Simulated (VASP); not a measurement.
# WC (P4/nmm) in VASP: single point with PBE

Aim: the single point of WC with PBE.

All numbers are computed with VASP 6.6.1; they aren't measurements. Logs are shortened: lines on timing, memory, paths and dates and some standing lists are left out, and cuts for length are marked.

### 1 The cell of the first run

Symmetry: P4/nmm, No. 129, tetragonal system. The conventional cell has a = 4.087 Å, b = 4.087 Å, c = 3.114 Å, α = 90.00°, β = 90.00°, γ = 90.00°. W (site symmetry -4m2) has 4 C at 2.08 Å and 4 W at 2.89 Å within 2.9 Å. C (site symmetry 4mm) has 4 W at 2.08 Å within 2.8 Å.

The cell was built from a structure type or drawn by symmetry, and may not be a known phase.

### 2 Single point, PBE

INCAR

```
ALGO = Normal ; EDIFF = 1E-6
ENCUT = 600 ; GGA = PE
GGA_COMPAT = F ; ISIF = 2
ISMEAR = 0 ; LASPH = T
LCHARG = T ; LELF = T
LREAL = F ; LVHAR = T
LWAVE = F ; NBANDS = 26
NELM = 120 ; PREC = Accurate
SIGMA = 0.2
```

KPOINTS

```
k-points
0
Gamma
  4 4 6
```

POSCAR

```
WC
1.0
    4.0868799438      0.0000000000      0.0000000000
    0.0000000000      4.0868799438      0.0000000000
    0.0000000000      0.0000000000      3.1141751359
W C
2 2
Direct
    0.5000000000      0.5000000000      0.0000000000
    0.0000000000      0.0000000000      0.0000000000
    0.5000000000      0.0000000000      0.8773395324
    0.0000000000      0.5000000000      0.1226604676
```

Potentials or basis: VASP PAW PBE potentials, release 64 (W_sv, C).

The run is started by

```
$ cat potpaw_PBE.64/W_sv/POTCAR potpaw_PBE.64/C/POTCAR > POTCAR
$ mpirun -np 1 vasp_std > vasp.out
```

OUTCAR:

```text
EDIFF = 1E-6
   ENCUT = 600
   GGA = PE
   ISIF = 2
   ISMEAR = 0
   LASPH = T
   LREAL = F
   NELM = 120
   PREC = Accurate

 ion  position               nearest neighbor table
   1  0.500  0.500  0.000-   3 2.08   4 2.08   3 2.08   4 2.08   2 2.89   2 2.89   2 2.89   2 2.89

   2  0.000  0.000  0.000-   3 2.08   4 2.08   4 2.08   3 2.08   1 2.89   1 2.89   1 2.89   1 2.89

   3  0.500  0.000  0.877-   1 2.08   2 2.08   1 2.08   2 2.08
   4  0.000  0.500  0.123-   1 2.08   2 2.08   2 2.08   1 2.08

  LATTYP: Found a simple tetragonal cell.
 ALAT       =     4.0868799438
 C/A-ratio  =     0.7619933002

  Lattice vectors:

 A1 = (   4.0868799438,   0.0000000000,   0.0000000000)
 A2 = (   0.0000000000,   4.0868799438,   0.0000000000)
 A3 = (   0.0000000000,   0.0000000000,   3.1141751359)

Analysis of symmetry for initial positions (statically):
=====================================================================
 Subroutine PRICEL returns:
 Original cell was already a primitive cell.

 Routine SETGRP: Setting up the symmetry group for a
 simple tetragonal supercell.

 Subroutine GETGRP returns: Found 16 space group operations
 (whereof  8 operations were pure point group operations)
 out of a pool of 16 trial point group operations.

The static configuration has the point symmetry D_2d.
 The point group associated with its full space group is D_4h.

Analysis of symmetry for dynamics (positions and initial velocities):
=====================================================================
 Subroutine PRICEL returns:
 Original cell was already a primitive cell.

 Routine SETGRP: Setting up the symmetry group for a
 simple tetragonal supercell.

 Subroutine GETGRP returns: Found 16 space group operations
 (whereof  8 operations were pure point group operations)
 out of a pool of 16 trial point group operations.

The dynamic configuration has the point symmetry D_2d.
 The point group associated with its full space group is D_4h.

 Subroutine INISYM returns: Found 16 space group operations
 (whereof  8 operations are pure point group operations),
 and found     1 'primitive' translations

----------------------------------------------------------------------------------------

                                     Primitive cell

[... 89 lines left out ...]
   LSORBIT =      F    spin-orbit coupling
   LASPH  =      T    aspherical Exc in radial PAW
   ENCUT  =  600.0 eV  44.10 Ry    6.64 a.u.   8.16  8.16  6.22*2*pi/ulx,y,z
   NELM   =    120;   NELMIN=  2; NELMDL= -5     # of ELM steps
   EDIFF  = 0.1E-05   stopping-criterion for ELM
   LREAL  =      F    real-space projection
   EDIFFG = 0.1E-04   stopping-criterion for IOM
   NSW    =      0    number of steps for IOM
   IBRION =     -1    ionic relax: 0-MD 1-quasi-New 2-CG
   NFREE  =      0    steps in history (QN), initial steepest desc. (CG)
   ISIF   =      2    stress and relaxation
   ISYM   =      2    0-nonsym 1-usesym 2-fastsym
   POTIM  = 0.5000    time-step for ionic-motion
   TEBEG  =    0.0;   TEEND  =   0.0 temperature during run
   PSTRESS=    0.0 pullay stress
   NELECT =      36.0000    total number of electrons
   NUPDOWN=      -1.0000    fix difference up-down
   EMIN   =  10.00;   EMAX   =-10.00  energy-range for DOS
   EFERMI =   0.00;   METHOD = LEGACY
   ISMEAR =     0;   SIGMA  =   0.20  broadening in eV -4-tet -1-fermi 0-gaus
   EFERMI_NEDOS =   21; number of points for ismear=-14 and -15
   IALGO  =     38    algorithm
   IMIX   =      4    mixing-type and parameters
     AMIX     =   0.40;   BMIX     =  1.00
     AMIX_MAG =   1.60;   BMIX_MAG =  1.00
  volume/ion in A,a.u.               =      13.00        87.75
  Fermi-wavevector in a.u.,A,eV,Ry     =   1.448105  2.736522 28.531529  2.097008
  Thomas-Fermi vector in A             =   2.565984
   LORBIT       =      0    0 simple, 1 ext, 2 COOP (PROOUT), +10 PAW based schemes
   GGA     = PE    functional components
   LHFCALC =     F    Hartree Fock is set to
   AEXX    =    0.0000 exact exchange contribution
   IVDW    =     0    specifies the selected vdW correction
   LEPSILON=     F    determine dielectric tensor
   LRPA    =     F    only Hartree local field effects (RPA)
 non-spin polarized calculation
 Gauss-broadening in eV      SIGMA  =   0.20
  energy-cutoff  :      600.00
  volume of cell :       52.01
 maximum number of plane-waves:      1768
 NGX is ok and might be reduce to    36
   NGX = 17   NGY = 17   NGZ = 13

 number of electron      35.9999999 magnetization

 Free energy of the ion-electron system (eV)
  ---------------------------------------------------
  ext. energy  EPLUGINS =         0.00000000
  ---------------------------------------------------
  free energy    TOTEN  =       -41.77882364 eV

  energy without entropy =      -41.75379616  energy(sigma->0) =      -41.76630990

 E-fermi :   8.4774     XC(G=0): -12.3389

 val. band max:        8.3672366394   @ k =   0.5000   0.5000   0.3333
 cond. band min:       8.5445913321   @ k =   0.2500   0.0000   0.3333
 fundamental gap:      0.1773546927
 Fermi energy:         8.4773529994

 k-point     1 :       0.0000    0.0000    0.0000
  band No.  band energies     occupation
      1     -65.9916      2.00000
      2     -65.9273      2.00000
      3     -30.5415      2.00000
      4     -30.5415      2.00000
      5     -30.0625      2.00000
      6     -30.0179      2.00000
[... 685 lines left out ...]
     25      13.0240      0.00000
     26      13.0240      0.00000

------------------------ aborting loop because EDIFF is reached ----------------------------------------

  FORCE on cell =-STRESS in cart. coord.  units (eV):
  Direction    XX          YY          ZZ          XY          YZ          ZX
  --------------------------------------------------------------------------------------
  -------------------------------------------------------------------------------------
  Total        0.1080270      0.1080270     -0.1834884      0.0000000      0.0000000      0.0000000
  in kB        3.3274862      3.3274862     -5.6518722      0.0000000      0.0000000      0.0000000
  external PRESSURE =       0.3343667 kB  Pullay stress =       0.0000000 kB

 VOLUME and BASIS-vectors are now :
 -----------------------------------------------------------------------------
  energy-cutoff  :      600.00
  volume of cell :       52.01
      direct lattice vectors                 reciprocal lattice vectors
     4.086879944  0.000000000  0.000000000     0.244685436  0.000000000  0.000000000
     0.000000000  4.086879944  0.000000000     0.000000000  0.244685436  0.000000000
     0.000000000  0.000000000  3.114175136     0.000000000  0.000000000  0.321112319

 POSITION                                       TOTAL-FORCE (eV/Angst)
 -----------------------------------------------------------------------------------
      2.04344      2.04344      0.00000        -0.000000      0.000000      0.000000
      0.00000      0.00000      0.00000         0.000000      0.000000      0.000000
      2.04344      0.00000      2.73219         0.000000     -0.000000     -0.013220
      0.00000      2.04344      0.38199         0.000000      0.000000      0.013220
 -----------------------------------------------------------------------------------
    total drift:                                0.000000      0.000000     -0.000000

  FREE ENERGIE OF THE ION-ELECTRON SYSTEM (eV)
  ---------------------------------------------------
  free  energy   TOTEN  =       -41.7788236396 eV

  energy  without entropy=      -41.7537961636  energy(sigma->0) =      -41.76630990
```

OSZICAR:

```text
N       E                     dE             d eps       ncg     rms          rms(c)
DAV:   1     0.365821674492E+03    0.36582E+03   -0.21277E+04  1264   0.168E+03
DAV:   2    -0.289882437288E+02   -0.39481E+03   -0.38347E+03  1396   0.476E+02
DAV:   3    -0.481897724159E+02   -0.19202E+02   -0.18780E+02  1494   0.987E+01
DAV:   4    -0.485482509971E+02   -0.35848E+00   -0.35747E+00  1416   0.137E+01
DAV:   5    -0.485527179732E+02   -0.44670E-02   -0.44652E-02  1468   0.167E+00    0.416E+01
DAV:   6    -0.423502134004E+02    0.62025E+01   -0.30903E+01  1440   0.340E+01    0.104E+01
DAV:   7    -0.418558862005E+02    0.49433E+00   -0.30197E+00  1346   0.928E+00    0.910E+00
DAV:   8    -0.417838848231E+02    0.72001E-01   -0.24249E-01  1328   0.350E+00    0.714E-01
DAV:   9    -0.417788827559E+02    0.50021E-02   -0.21244E-02  1382   0.737E-01    0.206E-01
DAV:  10    -0.417788188959E+02    0.63860E-04   -0.13481E-03  1360   0.288E-01    0.703E-02
DAV:  11    -0.417788249513E+02   -0.60554E-05   -0.38861E-05  1426   0.459E-02    0.157E-02
DAV:  12    -0.417788236722E+02    0.12791E-05   -0.18839E-05  1376   0.260E-02    0.522E-03
DAV:  13    -0.417788236396E+02    0.32522E-07   -0.10175E-06   738   0.676E-03
   1 F= -.41778824E+02 E0= -.41766310E+02  d E =-.250275E-01
```

stdout:

```text
POSCAR found type information on POSCAR W C
 POSCAR found :  2 types and       4 ions
 scaLAPACK will be used
 LDA part: xc-table for (Slater+PW92), standard interpolation
 POSCAR, INCAR and KPOINTS ok, starting setup
 FFT: planning ... GRIDC
 FFT: planning ... GRID_SOFT
 FFT: planning ... GRID
 WAVECAR not read
 entering main loop
```

Run time: 39 s. Hardware: 1 thread of Intel Xeon Platinum 8488C (Sapphire Rapids), shared host; peak memory 0.19 GiB.

Results:

| Item | Value |
| --- | --- |
| Free energy | -41.7788 eV |
| Pressure | 0.0 GPa |
| Largest force | 0.013 eV/Å |
| Band gap on the k mesh | zero (bands 18 and 19 overlap by 2.07 eV) |

Forces on the atoms (eV/Å):
```
W    0.000  0.000  0.000
W    0.000  0.000  0.000
C    0.000  0.000 -0.013
C    0.000  0.000  0.013
```

Stress tensor (GPa, compression positive):
```
 0.33  0.00  0.00
 0.00  0.33  0.00
 0.00  0.00 -0.57
```

Levels at points of the mesh, in eV from the Fermi level:
```csv
k point,band 16,band 17,band 18,band 19,band 20,band 21
"(0.00, 0.00, 0.00)",-2.27,-1.98,-0.46,1.63,1.67,2.20
"(0.50, 0.00, 0.00)",-3.28,-1.46,-1.46,0.20,0.20,3.44
"(0.50, 0.50, 0.00)",-2.89,-2.51,-2.51,2.45,2.45,2.69
"(0.00, 0.00, 0.50)",-2.40,-2.40,1.19,1.19,1.80,2.02
"(0.50, 0.00, 0.50)",-3.92,-1.45,-1.45,2.62,2.62,3.68
"(0.50, 0.50, 0.50)",-5.11,1.06,1.06,1.87,1.87,3.34
```

Caveat: the k points lie up to 0.38 Å⁻¹ apart, too coarse for converged energies and pressures of a metal; spin-orbit coupling is left out, which moves the levels of the heavy elements.
